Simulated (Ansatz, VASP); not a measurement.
# One calculation of LiPS3, two programs

```xyz
10
Lattice="5.4535 -3.4509 0.0558 5.4535 3.4509 0.0558 -3.6712 0.0000 5.2357" Properties=species:S:1:pos:R:3 pbc="T T T"
Li    5.4535   -1.7974    0.0558
Li    5.4535    1.7974    0.0558
P    -0.4400    0.0000    3.0546
P     7.6757    0.0000    2.2928
S     3.6179    1.8835    2.6737
S     3.6179   -1.8835    2.6737
S     1.0447    0.0000    1.6980
S     6.1910    0.0000    3.6494
S     0.0327    0.0000    4.9832
S     7.2030    0.0000    0.3642
```

Alike in both runs: functional PBEsol; k mesh 4 × 4 × 4; occupations fermi-dirac, width 0.02 eV; no spin polarisation.

Ansatz relaxed the structure, and its values are those at the end. VASP's run is a single point on that final structure, the one shown.

```csv
,VASP,Ansatz
version,VASP 6.6.1,Ansatz 0.2.0
potentials or method,"VASP PAW PBE potentials, release 64 (Li_sv, P, S), cutoff 520 eV",PAW plane waves
valence electrons in the cell,52,52
```

```csv
,VASP,Ansatz,Ansatz less VASP
gap on the k mesh at the Fermi level (eV),1.72,1.71,-0.013
rms of the force components (eV/Å),0.025,0.003,-0.0218
```

VASP's potentials were made for PBE, not for PBEsol, and Ansatz warns of the same on its side. With one functional, cell and mesh, what is left measures potentials, basis and numerics.

Noted on VASP's run: the cutoff is under 1.25 times that of the potentials, so the pressure is a little rough.
